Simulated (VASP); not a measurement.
# SiO2 (I-42d) in VASP: single point with PBEsol

Aim: the single point of SiO2 with PBEsol.

Everything below comes from runs of VASP 6.6.1. Logs are shortened: lines on timing, memory, paths and dates and some standing lists are left out, and cuts for length are marked.

### Step 1. The cell of the first run

Symmetry: I-42d, No. 122, tetragonal system. The conventional cell has a = 4.982 Å, b = 4.982 Å, c = 7.335 Å, α = 90.00°, β = 90.00°, γ = 90.00°. Within 2.2 Å of Si (site symmetry -4) lie 4 O at 1.62 Å. O (site symmetry 2) has 2 Si at 1.62 Å within 2.2 Å.

### Step 2. Single point, PBEsol

INCAR

```
PREC     = Accurate       # precision mode
ENCUT    = 520            # plane-wave cutoff, eV
EDIFF    = 1E-7           # SCF threshold, eV
ISMEAR   = 0              # smearing method
SIGMA    = 0.02           # smearing width, eV
LREAL    = F              # projectors in reciprocal space
LASPH    = T              # aspherical terms in the spheres
NELM     = 80             # most SCF steps
ALGO     = Normal         # electronic algorithm
ISIF     = 2              # what is computed and relaxed
LWAVE    = F              # write WAVECAR
LCHARG   = F              # write CHGCAR
GGA      = PS             # functional
NBANDS   = 25             # bands
```

KPOINTS

```
Automatic mesh
0
Gamma
  6 6 6
```

POSCAR

```
SiO2
1.0
   -2.4908748720      2.4908748720      3.6677126409
    2.4908748720     -2.4908748720      3.6677126409
    2.4908748720      2.4908748720     -3.6677126409
Si O
2 4
Direct
    0.0000000000      0.0000000000      0.0000000000
    0.7500000000      0.2500000000      0.5000000000
    0.3750000000      0.2214286398      0.3464286398
    0.9714286398      0.6250000000      0.8464286398
    0.7785713602      0.1250000000      0.1535713602
    0.8750000000      0.0285713602      0.6535713602
```

Potentials or basis: VASP PAW PBE potentials, release 64 (Si, O).

On the command line:

```console
$ cat potpaw_PBE.64/Si/POTCAR potpaw_PBE.64/O/POTCAR > POTCAR
$ mpirun -np 1 vasp_std > vasp.out
```

OUTCAR:

```text
PREC = Accurate
   ENCUT = 520
   EDIFF = 1E-7
   ISMEAR = 0
   LREAL = F
   LASPH = T
   NELM = 80
   ISIF = 2
   GGA = PS

 ion  position               nearest neighbor table
   1  0.000  0.000  0.000-   3 1.62   4 1.62   5 1.62   6 1.62   2 3.09   2 3.09   2 3.09   2 3.09

   2  0.750  0.250  0.500-   3 1.62   4 1.62   5 1.62   6 1.62   1 3.09   1 3.09   1 3.09   1 3.09

   3  0.375  0.221  0.346-   1 1.62   2 1.62
   4  0.971  0.625  0.846-   1 1.62   2 1.62
   5  0.779  0.125  0.154-   1 1.62   2 1.62
   6  0.875  0.029  0.654-   1 1.62   2 1.62

  LATTYP: Found a body centered tetragonal cell.
 ALAT       =     4.9817497440
 C/A-ratio  =     1.4724596093

  Lattice vectors:

 A1 = (  -2.4908748720,   2.4908748720,   3.6677126409)
 A2 = (   2.4908748720,  -2.4908748720,   3.6677126409)
 A3 = (   2.4908748720,   2.4908748720,  -3.6677126409)

Analysis of symmetry for initial positions (statically):
=====================================================================
 Subroutine PRICEL returns:
 Original cell was already a primitive cell.

 Routine SETGRP: Setting up the symmetry group for a
 body centered tetragonal supercell.

 Subroutine GETGRP returns: Found  8 space group operations
 (whereof  4 operations were pure point group operations)
 out of a pool of 16 trial point group operations.

The static configuration has the point symmetry S_4 .
 The point group associated with its full space group is D_2d.

Analysis of symmetry for dynamics (positions and initial velocities):
=====================================================================
 Subroutine PRICEL returns:
 Original cell was already a primitive cell.

 Routine SETGRP: Setting up the symmetry group for a
 body centered tetragonal supercell.

 Subroutine GETGRP returns: Found  8 space group operations
 (whereof  4 operations were pure point group operations)
 out of a pool of 16 trial point group operations.

The dynamic configuration has the point symmetry S_4 .
 The point group associated with its full space group is D_2d.

 Subroutine INISYM returns: Found  8 space group operations
 (whereof  4 operations are pure point group operations),
 and found     1 'primitive' translations

----------------------------------------------------------------------------------------

                                     Primitive cell

  volume of cell :      91.0247

  direct lattice vectors                    reciprocal lattice vectors
    -2.490874872  2.490874872  3.667712641     0.000000000  0.200732685  0.136324748
     2.490874872 -2.490874872  3.667712641     0.200732685  0.000000000  0.136324748
     2.490874872  2.490874872 -3.667712641     0.200732685  0.200732685  0.000000000

  length of vectors
     5.085374251  5.085374251  5.085374251     0.242647991  0.242647991  0.283878885

  position of ions in fractional coordinates (direct lattice)
     0.000000000  0.000000000  0.000000000
     0.750000000  0.250000000  0.500000000
     0.375000000  0.221428640  0.346428640
     0.971428640  0.625000000  0.846428640
     0.778571360  0.125000000  0.153571360
     0.875000000  0.028571360  0.653571360

  ion indices of the primitive-cell ions
   primitive index   ion index
                 1           1
                 2           2
                 3           3
                 4           4
                 5           5
                 6           6

----------------------------------------------------------------------------------------

 KPOINTS: Automatic mesh

Automatic generation of k-mesh.
 Grid dimensions read from file:
 generate k-points for:    6    6    6

 Generating k-lattice:

  Cartesian coordinates                     Fractional coordinates (reciprocal lattice)
     0.000000000  0.033455447  0.022720791     0.166666667  0.000000000  0.000000000
     0.033455447  0.000000000  0.022720791     0.000000000  0.166666667  0.000000000
     0.033455447  0.033455447  0.000000000     0.000000000  0.000000000  0.166666667

  Length of vectors
     0.040441332  0.040441332  0.047313147

  Shift w.r.t. Gamma in fractional coordinates (k-lattice)
     0.000000000  0.000000000  0.000000000

 Subroutine IBZKPT returns following result:
 ===========================================

 Found     30 irreducible k-points:

 Following reciprocal coordinates:
            Coordinates               Weight
  0.000000  0.000000  0.000000      1.000000
  0.166667  0.000000 -0.000000      8.000000
  0.333333  0.000000 -0.000000      8.000000
  0.500000  0.000000  0.000000      4.000000
  0.166667  0.166667 -0.000000      8.000000
  0.333333  0.166667 -0.000000     16.000000
[... 16 lines left out ...]
 -0.333333 -0.333333  0.166667      8.000000
 -0.166667 -0.333333  0.166667      8.000000
 [... further k-points ...]
   k-points           NKPTS =     30   k-points in BZ     NKDIM =     30   number of bands    NBANDS=     25
   number of dos      NEDOS =    301   number of ions     NIONS =      6
   total plane-waves  NPLWV =  64000
   dimension x,y,z NGX =    40 NGY =   40 NGZ =   40
   dimension x,y,z NGXF=    80 NGYF=   80 NGZF=   80
   ions per type =               2   4
   NGX,Y,Z   is equivalent  to a cutoff of  13.08, 13.08, 13.08 a.u.
   NGXF,Y,Z  is equivalent  to a cutoff of  26.15, 26.15, 26.15 a.u.
 SYSTEM =  unknown system
   PREC   = accura    normal or accurate (medium, high low for compatibility)
   ISTART =      0    job   : 0-new  1-cont  2-samecut
   ICHARG =      2    charge: 1-file 2-atom 10-const
   ISPIN  =      1    spin polarized calculation?
   LNONCOLLINEAR =      F non collinear calculations
   LSORBIT =      F    spin-orbit coupling
   LASPH  =      T    aspherical Exc in radial PAW
   ENCUT  =  520.0 eV  38.22 Ry    6.18 a.u.   9.46  9.46  9.46*2*pi/ulx,y,z
   NELM   =     80;   NELMIN=  2; NELMDL= -5     # of ELM steps
   EDIFF  = 0.1E-06   stopping-criterion for ELM
   LREAL  =      F    real-space projection
   EDIFFG = 0.1E-05   stopping-criterion for IOM
   NSW    =      0    number of steps for IOM
   IBRION =     -1    ionic relax: 0-MD 1-quasi-New 2-CG
   NFREE  =      0    steps in history (QN), initial steepest desc. (CG)
   ISIF   =      2    stress and relaxation
   ISYM   =      2    0-nonsym 1-usesym 2-fastsym
   POTIM  = 0.5000    time-step for ionic-motion
   TEBEG  =    0.0;   TEEND  =   0.0 temperature during run
   PSTRESS=    0.0 pullay stress
   NELECT =      32.0000    total number of electrons
   NUPDOWN=      -1.0000    fix difference up-down
   EMIN   =  10.00;   EMAX   =-10.00  energy-range for DOS
   EFERMI =   0.00;   METHOD = LEGACY
   ISMEAR =     0;   SIGMA  =   0.02  broadening in eV -4-tet -1-fermi 0-gaus
   EFERMI_NEDOS =   21; number of points for ismear=-14 and -15
   IALGO  =     38    algorithm
   IMIX   =      4    mixing-type and parameters
     AMIX     =   0.40;   BMIX     =  1.00
     AMIX_MAG =   1.60;   BMIX_MAG =  1.00
  volume/ion in A,a.u.               =      15.17       102.38
  Fermi-wavevector in a.u.,A,eV,Ry     =   1.155416  2.183420 18.163595  1.334987
  Thomas-Fermi vector in A             =   2.292045
   LORBIT       =      0    0 simple, 1 ext, 2 COOP (PROOUT), +10 PAW based schemes
   GGA     = PS    functional components
   LHFCALC =     F    Hartree Fock is set to
   AEXX    =    0.0000 exact exchange contribution
   IVDW    =     0    specifies the selected vdW correction
   LEPSILON=     F    determine dielectric tensor
   LRPA    =     F    only Hartree local field effects (RPA)
 non-spin polarized calculation
 Gauss-broadening in eV      SIGMA  =   0.02
  energy-cutoff  :      520.00
  volume of cell :       91.02
 maximum number of plane-waves:      2469
 NGX is ok and might be reduce to    40
   NGX = 19   NGY = 19   NGZ = 19

 number of electron      31.9999997 magnetization

 Free energy of the ion-electron system (eV)
  ---------------------------------------------------
  ext. energy  EPLUGINS =         0.00000000
  ---------------------------------------------------
  free energy    TOTEN  =       -49.36135274 eV

  energy without entropy =      -49.36135274  energy(sigma->0) =      -49.36135274

 E-fermi :  -0.4385     XC(G=0):  -8.2391

 val. band max:       -0.5855303626   @ k =   0.0000   0.0000   0.0000
 cond. band min:       5.2307506707   @ k =   0.0000   0.0000   0.0000
 fundamental gap:      5.8162810333
 Fermi energy:        -0.4384585265

 k-point     1 :       0.0000    0.0000    0.0000
  band No.  band energies     occupation
      1     -19.6794      2.00000
      2     -17.6060      2.00000
      3     -17.6060      2.00000
      4     -17.5431      2.00000
      5      -9.8157      2.00000
      6      -6.1072      2.00000
[... 17 lines left out ...]
     24      12.3647      0.00000
     25      13.0648      0.00000

 k-point     2 :       0.1667    0.0000   -0.0000
  band No.  band energies     occupation
      1     -19.5971      2.00000
      2     -17.7320      2.00000
      3     -17.6108      2.00000
      4     -17.5644      2.00000
      5      -9.6004      2.00000
      6      -6.1744      2.00000
[... 17 lines left out ...]
     24      12.2998      0.00000
     25      12.7313      0.00000

 k-point     3 :       0.3333    0.0000   -0.0000
  band No.  band energies     occupation
      1     -19.3888      2.00000
      2     -18.0524      2.00000
      3     -17.6190      2.00000
      4     -17.5780      2.00000
      5      -9.1108      2.00000
      6      -6.4181      2.00000
[... 552 lines left out ...]
 k-point    23 :      -0.3333   -0.3333    0.1667
  band No.  band energies     occupation
      1     -19.1839      2.00000
      2     -18.3000      2.00000
      3     -17.6327      2.00000
      4     -17.6156      2.00000
      5      -8.5964      2.00000
      6      -6.8246      2.00000
[... 17 lines left out ...]
     24      12.4346      0.00000
     25      12.9898      0.00000

 k-point    24 :      -0.1667   -0.3333    0.1667
  band No.  band energies     occupation
      1     -19.3901      2.00000
      2     -18.0232      2.00000
      3     -17.6228      2.00000
      4     -17.6092      2.00000
      5      -9.0677      2.00000
      6      -6.3996      2.00000
[... 17 lines left out ...]
     24      12.3299      0.00000
     25      12.9092      0.00000

 [... further k-points ...]

------------------------ aborting loop because EDIFF is reached ----------------------------------------

  FORCE on cell =-STRESS in cart. coord.  units (eV):
  Direction    XX          YY          ZZ          XY          YZ          ZX
  --------------------------------------------------------------------------------------
  -------------------------------------------------------------------------------------
  Total        0.2861637      0.2861637      0.3077338      0.0000000      0.0000000      0.0000000
  in kB        5.0369314      5.0369314      5.4165996      0.0000000      0.0000000      0.0000000
  external PRESSURE =       5.1634874 kB  Pullay stress =       0.0000000 kB

 VOLUME and BASIS-vectors are now :
 -----------------------------------------------------------------------------
  energy-cutoff  :      520.00
  volume of cell :       91.02
      direct lattice vectors                 reciprocal lattice vectors
    -2.490874872  2.490874872  3.667712641     0.000000000  0.200732685  0.136324748
     2.490874872 -2.490874872  3.667712641     0.200732685  0.000000000  0.136324748
     2.490874872  2.490874872 -3.667712641     0.200732685  0.200732685  0.000000000

 POSITION                                       TOTAL-FORCE (eV/Angst)
 -----------------------------------------------------------------------------------
      0.00000      0.00000      0.00000        -0.000000     -0.000000     -0.000000
      0.00000      2.49087      1.83386        -0.000000     -0.000000      0.000000
      0.48038      1.24544      0.91693         0.022595     -0.000000     -0.000000
      1.24544      2.97126      2.75078        -0.000000      0.022595     -0.000000
     -1.24544      2.01049      2.75078        -0.000000     -0.022595     -0.000000
     -0.48038      3.73631      0.91693        -0.022595     -0.000000     -0.000000
 -----------------------------------------------------------------------------------
    total drift:                                0.000003      0.000003      0.000002

  FREE ENERGIE OF THE ION-ELECTRON SYSTEM (eV)
  ---------------------------------------------------
  free  energy   TOTEN  =       -49.3613527420 eV

  energy  without entropy=      -49.3613527420  energy(sigma->0) =      -49.36135274
```

Run time: 100 s. Hardware: 1 thread of AMD EPYC 7R13, shared host; peak memory 0.22 GiB.

What came out:

```yaml
Free_energy: -49.3614 eV
Pressure: 0.5 GPa
Largest_force: 0.023 eV/Å
Band_gap_on_the_k_mesh: 5.82 eV
```

Forces on the atoms (eV/Å):
```
Si   0.000  0.000  0.000
Si   0.000  0.000  0.000
O    0.023  0.000  0.000
O    0.000  0.023  0.000
O    0.000 -0.023  0.000
O   -0.023  0.000  0.000
```

Caveat: the PAW data sets were made with another functional, which shifts forces and pressure a little. A k mesh can miss the band edges.
